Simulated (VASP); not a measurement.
# PbO2 (Fm-3m) in VASP: notebook, part 2 of 2

VASP 6.6.1.

## Step 3: Single point, r2SCAN

This run uses another cell than the first one, of 11.87 Å³/atom.

File POSCAR:

```
PbO2
1.0
    0.0000000000      2.6114767408      2.6114767408
    2.6114767408      0.0000000000      2.6114767408
    2.6114767408      2.6114767408      0.0000000000
Pb O
1 2
Direct
    0.0000000000      0.0000000000      0.0000000000
    0.2500000000      0.2500000000      0.2500000000
    0.7500000000      0.7500000000      0.7500000000
```

File INCAR.step1:

```
PREC = Accurate ; ENCUT = 660
ISMEAR = -1 ; SIGMA = 0.01
LREAL = False ; LASPH = True
NELM = 120 ; NBANDS = 20
GGA = PE ; ALGO = Normal
EDIFF = 1E-5 ; LWAVE = True
LCHARG = False ; GGA_COMPAT = False
```

File INCAR.step2:

```
PREC = Accurate ; ENCUT = 660
EDIFF = 1E-6 ; ISMEAR = -1
SIGMA = 0.01 ; LREAL = False
LASPH = True ; NELM = 120
ALGO = Normal ; ISIF = 2
LWAVE = False ; LCHARG = False
METAGGA = R2SCAN ; LMIXTAU = True
NBANDS = 20 ; ISTART = 1
GGA_COMPAT = False
```

File KPOINTS:

```
regular mesh
0
Gamma
  6 6 6
```

Potentials or basis: VASP PAW PBE potentials, release 64 (Pb_d, O).

The run is started by

```console
$ cat potpaw_PBE.64/Pb_d/POTCAR potpaw_PBE.64/O/POTCAR > POTCAR
$ cp INCAR.step1 INCAR
$ mpirun -np 1 vasp_std > vasp.out
$ cp INCAR.step2 INCAR
$ mpirun -np 1 vasp_std > vasp.out
```

OUTCAR:

```text
PREC = Accurate
   ENCUT = 660
   EDIFF = 1E-6
   ISMEAR = -1
   LREAL = False
   LASPH = True
   NELM = 120
   ISIF = 2
   METAGGA = R2SCAN
   ISTART = 1

 ion  position               nearest neighbor table
   1  0.000  0.000  0.000-   3 2.26   3 2.26   3 2.26   2 2.26   2 2.26   2 2.26   3 2.26   2 2.26

   2  0.250  0.250  0.250-   1 2.26   1 2.26   1 2.26   1 2.26
   3  0.750  0.750  0.750-   1 2.26   1 2.26   1 2.26   1 2.26

  LATTYP: Found a face centered cubic cell.
 ALAT       =     5.2229534816

  Lattice vectors:

 A1 = (   0.0000000000,   2.6114767408,   2.6114767408)
 A2 = (   2.6114767408,   0.0000000000,   2.6114767408)
 A3 = (   2.6114767408,   2.6114767408,   0.0000000000)

Analysis of symmetry for initial positions (statically):
=====================================================================
 Subroutine PRICEL returns:
 Original cell was already a primitive cell.

 Routine SETGRP: Setting up the symmetry group for a
 face centered cubic supercell.

 Subroutine GETGRP returns: Found 48 space group operations
 (whereof 48 operations were pure point group operations)
 out of a pool of 48 trial point group operations.

The static configuration has the point symmetry O_h .

Analysis of symmetry for dynamics (positions and initial velocities):
=====================================================================
 Subroutine PRICEL returns:
 Original cell was already a primitive cell.

 Routine SETGRP: Setting up the symmetry group for a
 face centered cubic supercell.

 Subroutine GETGRP returns: Found 48 space group operations
 (whereof 48 operations were pure point group operations)
 out of a pool of 48 trial point group operations.

The dynamic configuration has the point symmetry O_h .

 Subroutine INISYM returns: Found 48 space group operations
 (whereof 48 operations are pure point group operations),
 and found     1 'primitive' translations

----------------------------------------------------------------------------------------

                                     Primitive cell

  volume of cell :      35.6196

  direct lattice vectors                    reciprocal lattice vectors
     0.000000000  2.611476741  2.611476741    -0.191462552  0.191462552  0.191462552
     2.611476741  0.000000000  2.611476741     0.191462552 -0.191462552  0.191462552
     2.611476741  2.611476741  0.000000000     0.191462552  0.191462552 -0.191462552

  length of vectors
     3.693185825  3.693185825  3.693185825     0.331622867  0.331622867  0.331622867

  position of ions in fractional coordinates (direct lattice)
     0.000000000  0.000000000  0.000000000
     0.250000000  0.250000000  0.250000000
     0.750000000  0.750000000  0.750000000

  ion indices of the primitive-cell ions
   primitive index   ion index
                 1           1
                 2           2
                 3           3

----------------------------------------------------------------------------------------

 KPOINTS: regular mesh

Automatic generation of k-mesh.
 Grid dimensions read from file:
 generate k-points for:    6    6    6

 Generating k-lattice:

  Cartesian coordinates                     Fractional coordinates (reciprocal lattice)
    -0.031910425  0.031910425  0.031910425     0.166666667  0.000000000  0.000000000
     0.031910425 -0.031910425  0.031910425     0.000000000  0.166666667  0.000000000
     0.031910425  0.031910425 -0.031910425     0.000000000  0.000000000  0.166666667

  Length of vectors
     0.055270478  0.055270478  0.055270478

  Shift w.r.t. Gamma in fractional coordinates (k-lattice)
     0.000000000  0.000000000  0.000000000

 Subroutine IBZKPT returns following result:
 ===========================================

 Found     16 irreducible k-points:

 Following reciprocal coordinates:
            Coordinates               Weight
  0.000000  0.000000  0.000000      1.000000
  0.166667  0.000000  0.000000      8.000000
  0.333333  0.000000  0.000000      8.000000
  0.500000  0.000000  0.000000      4.000000
  0.166667  0.166667  0.000000      6.000000
  0.333333  0.166667  0.000000     24.000000
[... 8 lines left out ...]
 -0.333333  0.333333  0.166667     24.000000
 -0.333333  0.500000  0.166667     12.000000
   k-points           NKPTS =     16   k-points in BZ     NKDIM =     16   number of bands    NBANDS=     20
   number of dos      NEDOS =    301   number of ions     NIONS =      3
   total plane-waves  NPLWV =  32768
   dimension x,y,z NGX =    32 NGY =   32 NGZ =   32
   dimension x,y,z NGXF=    64 NGYF=   64 NGZF=   64
   ions per type =               1   2
   NGX,Y,Z   is equivalent  to a cutoff of  14.40, 14.40, 14.40 a.u.
   NGXF,Y,Z  is equivalent  to a cutoff of  28.81, 28.81, 28.81 a.u.
 SYSTEM =  unknown system
   PREC   = accura    normal or accurate (medium, high low for compatibility)
   ISTART =      1    job   : 0-new  1-cont  2-samecut
   ICHARG =      0    charge: 1-file 2-atom 10-const
   ISPIN  =      1    spin polarized calculation?
   LNONCOLLINEAR =      F non collinear calculations
   LSORBIT =      F    spin-orbit coupling
   LASPH  =      T    aspherical Exc in radial PAW
   ENCUT  =  660.0 eV  48.51 Ry    6.96 a.u.   7.74  7.74  7.74*2*pi/ulx,y,z
   NELM   =    120;   NELMIN=  2; NELMDL=  0     # of ELM steps
   EDIFF  = 0.1E-05   stopping-criterion for ELM
   LREAL  =      F    real-space projection
   EDIFFG = 0.1E-04   stopping-criterion for IOM
   NSW    =      0    number of steps for IOM
   IBRION =     -1    ionic relax: 0-MD 1-quasi-New 2-CG
   NFREE  =      0    steps in history (QN), initial steepest desc. (CG)
   ISIF   =      2    stress and relaxation
   ISYM   =      2    0-nonsym 1-usesym 2-fastsym
   POTIM  = 0.5000    time-step for ionic-motion
   TEBEG  =    0.0;   TEEND  =   0.0 temperature during run
   PSTRESS=    0.0 pullay stress
   NELECT =      26.0000    total number of electrons
   NUPDOWN=      -1.0000    fix difference up-down
   EMIN   =  10.00;   EMAX   =-10.00  energy-range for DOS
   EFERMI =   0.00;   METHOD = LEGACY
   ISMEAR =    -1;   SIGMA  =   0.01  broadening in eV -4-tet -1-fermi 0-gaus
   EFERMI_NEDOS =   21; number of points for ismear=-14 and -15
   IALGO  =     38    algorithm
   IMIX   =      4    mixing-type and parameters
     AMIX     =   0.40;   BMIX     =  1.00
     AMIX_MAG =   1.60;   BMIX_MAG =  1.00
  volume/ion in A,a.u.               =      11.87        80.12
  Fermi-wavevector in a.u.,A,eV,Ry     =   1.474019  2.785492 29.561819  2.172732
  Thomas-Fermi vector in A             =   2.588841
   LORBIT       =      0    0 simple, 1 ext, 2 COOP (PROOUT), +10 PAW based schemes
   METAGGA = R2SCAN    functional components
   LHFCALC =     F    Hartree Fock is set to
   AEXX    =    0.0000 exact exchange contribution
   IVDW    =     0    specifies the selected vdW correction
   LEPSILON=     F    determine dielectric tensor
   LRPA    =     F    only Hartree local field effects (RPA)
 non-spin polarized calculation
  energy-cutoff  :      660.00
  volume of cell :       35.62
 maximum number of plane-waves:      1384
   NGX = 15   NGY = 15   NGZ = 15

 number of electron      26.0000004 magnetization

 Free energy of the ion-electron system (eV)
  ---------------------------------------------------
  ext. energy  EPLUGINS =         0.00000000
  ---------------------------------------------------
  free energy    TOTEN  =       -70.71547997 eV

  energy without entropy =      -70.71516126  energy(sigma->0) =      -70.71532061

 E-fermi :   6.6786     XC(G=0): -12.5096

 val. band max:        6.6546121715   @ k =  -0.3333   0.5000   0.1667
 cond. band min:       7.6848788977   @ k =   0.1667   0.1667   0.0000
 fundamental gap:      1.0302667263
 Fermi energy:         6.6785911254

 k-point     1 :       0.0000    0.0000    0.0000
  band No.  band energies     occupation
      1     -13.6772      2.00000
      2     -10.2709      2.00000
      3      -9.6797      2.00000
      4      -9.6797      2.00000
      5      -9.6797      2.00000
      6      -9.2919      2.00000
[... 12 lines left out ...]
     19      23.7542      0.00000
     20      23.7542      0.00000
[... 323 lines left out ...]
 k-point    16 :      -0.3333    0.5000    0.1667
  band No.  band energies     occupation
      1     -12.4375      2.00000
      2     -12.1868      2.00000
      3      -9.4341      2.00000
      4      -9.3061      2.00000
      5      -9.2480      2.00000
      6      -8.8232      2.00000
[... 12 lines left out ...]
     19      24.7113      0.00000
     20      24.9958      0.00000

------------------------ aborting loop because EDIFF is reached ----------------------------------------

  FORCE on cell =-STRESS in cart. coord.  units (eV):
  Direction    XX          YY          ZZ          XY          YZ          ZX
  --------------------------------------------------------------------------------------
  -------------------------------------------------------------------------------------
  Total        2.4828882      2.4828882      2.4828882      0.0000000      0.0000000     -0.0000000
  in kB      111.6809908    111.6809908    111.6809908      0.0000000      0.0000000     -0.0000000
  external PRESSURE =     111.6809908 kB  Pullay stress =       0.0000000 kB

 VOLUME and BASIS-vectors are now :
 -----------------------------------------------------------------------------
  energy-cutoff  :      660.00
  volume of cell :       35.62
      direct lattice vectors                 reciprocal lattice vectors
     0.000000000  2.611476741  2.611476741    -0.191462552  0.191462552  0.191462552
     2.611476741  0.000000000  2.611476741     0.191462552 -0.191462552  0.191462552
     2.611476741  2.611476741  0.000000000     0.191462552  0.191462552 -0.191462552

 POSITION                                       TOTAL-FORCE (eV/Angst)
 -----------------------------------------------------------------------------------
      0.00000      0.00000      0.00000         0.000000      0.000000      0.000000
      1.30574      1.30574      1.30574        -0.000000     -0.000000      0.000000
      3.91722      3.91722      3.91722         0.000000      0.000000     -0.000000
 -----------------------------------------------------------------------------------
    total drift:                                0.000000     -0.000000      0.000000

  FREE ENERGIE OF THE ION-ELECTRON SYSTEM (eV)
  ---------------------------------------------------
  free  energy   TOTEN  =       -70.7154799668 eV

  energy  without entropy=      -70.7151612600  energy(sigma->0) =      -70.71532061
```

Run time: 26 s. Hardware: 1 thread of Intel Xeon 6975P-C (Granite Rapids), shared host; peak memory 0.18 GiB.

What came out:

```
Free energy            : -70.7155 eV
Pressure               : 11.2 GPa
Band gap on the k mesh : zero (bands 13 and 14 overlap by 1.45 eV)
```

Levels at points of the mesh, in eV from the Fermi level:
```
           k point  band 10  band 11  band 12  band 13  band 14  band 15  band 16  band 17
(0.00, 0.00, 0.00)    -2.22    -1.62    -1.47    -1.47    -1.47     7.93     7.93     7.93
(0.50, 0.00, 0.00)    -3.26    -3.26    -1.62    -1.62     3.58     8.01    11.12    11.12
(0.50, 0.50, 0.00)    -5.21    -0.38    -0.18    -0.18     2.47     7.60    10.04    12.75
```

Caveat: the cell stands under pressure; the PAW data sets were made with another functional, which shifts forces and pressure a little; spin-orbit coupling is left out, which moves the levels of the heavy elements.

The gap in the log of VASP goes by the Fermi energy; the results here count the filled bands.